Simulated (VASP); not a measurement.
Set up this calculation in VASP 6.6.1, as the native input.

```
Task                   : single point
Functional             : PBE
Potentials or basis    : VASP PAW PBE potentials, release 64 (C)
Cutoff                 : 520 eV
k mesh                 : 12 × 12 × 12
Occupations            : gaussian, width 0.02 eV
Spin                   : no spin polarisation
Dipole correction      : no
Further INCAR settings : ALGO = Normal; EDIFF = 1e-06; NBANDS = 11
```

The structure of C lies in POSCAR:

```
C
1.0
    0.0000000000      1.7112430133      1.7112430133
    1.7112430133      0.0000000000      1.7112430133
    1.7112430133      1.7112430133      0.0000000000
C
2
Direct
    0.0000000000      0.0000000000      0.0000000000
    0.2500000000      0.2500000000      0.2500000000
```

This cell differs from its parent crystal: volume scaled by 0.88.

These files were run (other wordings do the same):

INCAR

```
SYSTEM = C
  PREC = Accurate
  ENCUT = 520
  EDIFF = 1E-6
  ISMEAR = 0
  SIGMA = 0.02
  LREAL = .FALSE.
  LASPH = .TRUE.
  NELM = 60
  ALGO = Normal
  ISIF = 2
  LWAVE = .FALSE.
  LCHARG = .TRUE.
  GGA = PE
  LELF = .TRUE.
  LVHAR = .TRUE.
  NBANDS = 11
```

KPOINTS

```
Automatic mesh
0
G
  12 12 12
  0 0 0
```

Potentials or basis: VASP PAW PBE potentials, release 64 (C).

Launch:

```sh
$ cat potpaw_PBE.64/C/POTCAR > POTCAR
$ mpirun -np 1 vasp_std > vasp.out
```

Results of the run:

```json
{"Pressure": "71.2 GPa", "Band gap on the k mesh": "4.45 eV, indirect (least direct gap 5.93 eV)"}
```

It took 13 s on 1 thread of AMD EPYC 7R13 (shared host), peak memory 0.09 GiB.
